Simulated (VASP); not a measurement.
# MgO (Fm-3m) in VASP: notebook, part 2 of 2

VASP 6.6.1. Earlier steps stand in the parts before.

## (4) Single point, r2SCAN

This run uses another cell than the first one: it holds 32 atoms, not 2.

The input, POSCAR:

```
MgO
1.0
   -4.2044019911      4.2044019911     -4.2044019911
   -4.2044019911     -4.2044019911      4.2044019911
    4.2044019911      4.2044019911      4.2044019911
Mg O
16 16
Direct
    0.2500000000      0.2500000000      0.5000000000
    0.0000000000      0.5000000000      0.5000000000
    0.0000000000      0.2500000000      0.7500000000
    0.7500000000      0.7500000000      0.5000000000
    0.7500000000      0.5000000000      0.7500000000
    0.7500000000      0.2500000000      0.0000000000
    0.5000000000      0.0000000000      0.5000000000
    0.5000000000      0.7500000000      0.7500000000
    0.5000000000      0.5000000000      0.0000000000
    0.5000000000      0.2500000000      0.2500000000
    0.2500000000      0.0000000000      0.7500000000
    0.2500000000      0.7500000000      0.0000000000
    0.2500000000      0.5000000000      0.2500000000
    0.0000000000      0.0000000000      0.0000000000
    0.0000000000      0.7500000000      0.2500000000
    0.7500000000      0.0000000000      0.2500000000
    0.0000000000      0.0000000000      0.5000000000
    0.7500000000      0.2500000000      0.5000000000
    0.7500000000      0.0000000000      0.7500000000
    0.5000000000      0.5000000000      0.5000000000
    0.5000000000      0.2500000000      0.7500000000
    0.5000000000      0.0000000000      0.0000000000
    0.2500000000      0.7500000000      0.5000000000
    0.2500000000      0.5000000000      0.7500000000
    0.2500000000      0.2500000000      0.0000000000
    0.2500000000      0.0000000000      0.2500000000
    0.0000000000      0.7500000000      0.7500000000
    0.0000000000      0.5000000000      0.0000000000
    0.0000000000      0.2500000000      0.2500000000
    0.7500000000      0.7500000000      0.0000000000
    0.7500000000      0.5000000000      0.2500000000
    0.5000000000      0.7500000000      0.2500000000
```

The input, INCAR.step1:

```
  ALGO = Normal
  EDIFF = 1E-4
  ENCUT = 520
  GGA = PE
  ISMEAR = 0
  LASPH = True
  LCHARG = False
  LREAL = Auto
  LWAVE = True
  NBANDS = 86
  NELM = 60
  PREC = Accurate
  SIGMA = 0.01
```

The input, INCAR.step2:

```
  ALGO = Normal
  EDIFF = 1E-6
  ENCUT = 520
  ISIF = 2
  ISMEAR = 0
  ISTART = 1
  LASPH = True
  LCHARG = True
  LELF = True
  LMIXTAU = True
  LREAL = Auto
  LVHAR = True
  LWAVE = False
  METAGGA = R2SCAN
  NBANDS = 86
  NELM = 60
  PREC = Accurate
  SIGMA = 0.01
```

The input, KPOINTS:

```
Automatic mesh
0
Gamma
  2 2 2
  0.5 0.5 0.5
```

Potentials or basis: VASP PAW PBE potentials, release 64 (Mg, O).

Run with:

```sh
$ cat potpaw_PBE.64/Mg/POTCAR potpaw_PBE.64/O/POTCAR > POTCAR
$ cp INCAR.step1 INCAR
$ mpirun -np 1 vasp_std > vasp.out
$ cp INCAR.step2 INCAR
$ mpirun -np 1 vasp_std > vasp.out
```

OUTCAR:

```text
EDIFF = 1E-6
   ENCUT = 520
   ISIF = 2
   ISMEAR = 0
   ISTART = 1
   LASPH = True
   LREAL = Auto
   METAGGA = R2SCAN
   NELM = 60
   PREC = Accurate

 ion  position               nearest neighbor table
   1  0.250  0.250  0.500-  17 2.10  20 2.10  21 2.10  24 2.10  26 2.10  29 2.10  13 2.97   2 2.97
                             3 2.97   7 2.97   9 2.97  10 2.97  11 2.97  14 2.97   8 2.97   5 2.97
   2  0.000  0.500  0.500-  18 2.10  23 2.10  24 2.10  27 2.10  29 2.10  31 2.10  15 2.97   1 2.97
                             3 2.97   4 2.97   5 2.97  12 2.97  13 2.97   6 2.97   8 2.97  11 2.97
   3  0.000  0.250  0.750-  17 2.10  18 2.10  19 2.10  24 2.10  25 2.10  28 2.10  14 2.97   1 2.97
                             2 2.97   5 2.97   6 2.97  11 2.97  13 2.97  16 2.97  12 2.97   9 2.97
   4  0.750  0.750  0.500-  17 2.10  19 2.10  20 2.10  27 2.10  31 2.10  32 2.10  16 2.97   2 2.97
                             5 2.97   7 2.97   8 2.97  14 2.97  15 2.97   9 2.97   3 2.97  11 2.97
   5  0.750  0.500  0.750-  18 2.10  20 2.10  21 2.10  27 2.10  28 2.10  30 2.10  15 2.97   2 2.97
                             3 2.97   4 2.97   6 2.97   8 2.97   9 2.97  10 2.97  12 2.97  14 2.97
   6  0.750  0.250  0.000-  19 2.10  21 2.10  22 2.10  28 2.10  29 2.10  31 2.10  16 2.97   2 2.97
                             3 2.97   5 2.97   9 2.97  10 2.97  14 2.97   7 2.97  13 2.97  15 2.97
   7  0.500  0.000  0.500-  18 2.10  19 2.10  21 2.10  23 2.10  26 2.10  32 2.10  16 2.97   1 2.97
                             4 2.97   6 2.97   8 2.97  10 2.97  11 2.97  12 2.97   3 2.97   5 2.97
   8  0.500  0.750  0.750-  19 2.10  20 2.10  22 2.10  23 2.10  24 2.10  30 2.10  16 2.97   4 2.97
                             5 2.97   7 2.97   9 2.97  11 2.97  12 2.97  13 2.97   6 2.97  14 2.97
   9  0.500  0.500  0.000-  21 2.10  24 2.10  25 2.10  30 2.10  31 2.10  32 2.10  13 2.97   4 2.97
[... 17 lines left out ...]
  19  0.750  0.000  0.750-   3 2.10   4 2.10   6 2.10   7 2.10   8 2.10  14 2.10
  20  0.500  0.500  0.500-   1 2.10   4 2.10   5 2.10   8 2.10  10 2.10  13 2.10
  21  0.500  0.250  0.750-   1 2.10   5 2.10   6 2.10   7 2.10   9 2.10  11 2.10
  22  0.500  0.000  0.000-   6 2.10   8 2.10  10 2.10  11 2.10  12 2.10  16 2.10
[... 8 lines left out ...]
  31  0.750  0.500  0.250-   2 2.10   4 2.10   6 2.10   9 2.10  10 2.10  15 2.10
  32  0.500  0.750  0.250-   4 2.10   7 2.10   9 2.10  12 2.10  13 2.10  16 2.10

  LATTYP: Found a body centered cubic cell.
 ALAT       =     8.4088039822

  Lattice vectors:

 A1 = (  -4.2044019911,   4.2044019911,  -4.2044019911)
 A2 = (  -4.2044019911,  -4.2044019911,   4.2044019911)
 A3 = (   4.2044019911,   4.2044019911,   4.2044019911)
[... 169 lines left out ...]
  free energy    TOTEN  =      -258.59367532 eV

  energy without entropy =     -258.59367532  energy(sigma->0) =     -258.59367532

 E-fermi :   2.6703     XC(G=0): -11.6230

 val. band max:        2.5789532569   @ k =  -0.2500   0.2500   0.2500
 cond. band min:       9.6740563356   @ k =  -0.2500   0.2500   0.2500
 fundamental gap:      7.0951030787
 Fermi energy:         2.6703469300

 k-point     1 :       0.2500    0.2500    0.2500
  band No.  band energies     occupation
      1     -14.8317      2.00000
      2     -14.8317      2.00000
      3     -14.8317      2.00000
      4     -14.8317      2.00000
      5     -14.0342      2.00000
      6     -14.0342      2.00000
[... 68 lines left out ...]
     75      13.5128      0.00000
     76      13.5128      0.00000

 k-point     2 :      -0.2500    0.2500    0.2500
  band No.  band energies     occupation
      1     -15.1991      2.00000
      2     -14.5334      2.00000
      3     -14.5334      2.00000
      4     -14.5334      2.00000
      5     -14.5334      2.00000
      6     -14.1860      2.00000
[... 68 lines left out ...]
     75      13.6095      0.00000
     76      13.7777      0.00000
 [bands above 76 left out]

------------------------ aborting loop because EDIFF is reached ----------------------------------------

  FORCE on cell =-STRESS in cart. coord.  units (eV):
  Direction    XX          YY          ZZ          XY          YZ          ZX
  --------------------------------------------------------------------------------------
  -------------------------------------------------------------------------------------
  Total       -2.2321829     -2.2321829     -2.2321829      0.0000000      0.0000000      0.0000000
  in kB      -12.0300564    -12.0300564    -12.0300564      0.0000000      0.0000000      0.0000000
  external PRESSURE =     -12.0300564 kB  Pullay stress =       0.0000000 kB

 VOLUME and BASIS-vectors are now :
 -----------------------------------------------------------------------------
  energy-cutoff  :      520.00
  volume of cell :      297.28
      direct lattice vectors                 reciprocal lattice vectors
    -4.204401991  4.204401991 -4.204401991    -0.118922977  0.118922977  0.000000000
    -4.204401991 -4.204401991  4.204401991    -0.118922977  0.000000000  0.118922977
     4.204401991  4.204401991  4.204401991     0.000000000  0.118922977  0.118922977

 POSITION                                       TOTAL-FORCE (eV/Angst)
 -----------------------------------------------------------------------------------
      0.00000      2.10220      2.10220        -0.000000      0.000000      0.000000
      0.00000      0.00000      4.20440        -0.000000     -0.000000      0.000000
      2.10220      2.10220      4.20440        -0.000000     -0.000000      0.000000
     -4.20440      2.10220      2.10220         0.000000     -0.000000      0.000000
     -2.10220      4.20440      2.10220         0.000000      0.000000     -0.000000
     -4.20440      2.10220     -2.10220         0.000000     -0.000000      0.000000
[... 24 lines left out ...]
     -4.20440      2.10220     -0.00000        -0.000000     -0.000000     -0.000000
     -4.20440     -0.00000      2.10220        -0.000000     -0.000000     -0.000000
 -----------------------------------------------------------------------------------
    total drift:                               -0.000000     -0.000000     -0.000000

  FREE ENERGIE OF THE ION-ELECTRON SYSTEM (eV)
  ---------------------------------------------------
  free  energy   TOTEN  =      -258.5936753178 eV

  energy  without entropy=     -258.5936753178  energy(sigma->0) =     -258.59367532
```

OUTCAR.step1:

```text
EDIFF = 1E-4
   ENCUT = 520
   GGA = PE
   ISMEAR = 0
[... 427 lines left out ...]
     -2.10220      4.20440      2.10220         0.000000     -0.000000     -0.000000
     -4.20440      2.10220     -2.10220        -0.000000      0.000000      0.000000
[... 24 lines left out ...]
     -4.20440      2.10220     -0.00000         0.000000     -0.000000      0.000000
     -4.20440     -0.00000      2.10220         0.000000     -0.000000     -0.000000
 -----------------------------------------------------------------------------------
    total drift:                               -0.000000     -0.000000     -0.000000

  FREE ENERGIE OF THE ION-ELECTRON SYSTEM (eV)
  ---------------------------------------------------
  free  energy   TOTEN  =      -190.4550620177 eV

  energy  without entropy=     -190.4550620177  energy(sigma->0) =     -190.45506202
```

It took 17 min on 1 thread of Intel Xeon 8259CL, shared host; peak memory 0.45 GiB.

What came out:

* Free energy: -258.5937 eV
* Pressure: -1.2 GPa
* Band gap on the k mesh: 7.10 eV

Caveat: the PAW data sets were made with another functional, which shifts forces and pressure a little; a shifted mesh leaves out Γ, where band edges can lie. A k mesh can miss the band edges.

## (5) The runs side by side

```tsv
task	cell	k mesh	cutoff (eV)	smearing	gap on the mesh (eV)	pressure (GPa)
single point	a = 2.973 Å, angles 60.0°, 2 atoms, atomic positions A	10 × 10 × 10	520	gaussian 0.02 eV	5.66	-1.1
relaxation of cell and atoms	relaxed from a = 2.966 Å, angles 60.0°, 2 atoms, atomic positions A	10 × 10 × 10	600	gaussian 0.02 eV	5.75	0.0
single point	a = 7.282 Å, angles 109.5°, 32 atoms, atomic positions B	2 × 2 × 2, shifted	520	gaussian 0.01 eV	7.10	-1.2
```

Alike in all rows: level r2SCAN; potentials or basis VASP PAW PBE potentials, release 64 (Mg, O); no spin polarisation.

Caveats: the PAW data sets were made with another functional, which shifts forces and pressure a little; a shifted mesh leaves out Γ, where band edges can lie (at least some runs).

Absolute energies hang on the potentials; compare differences alone.
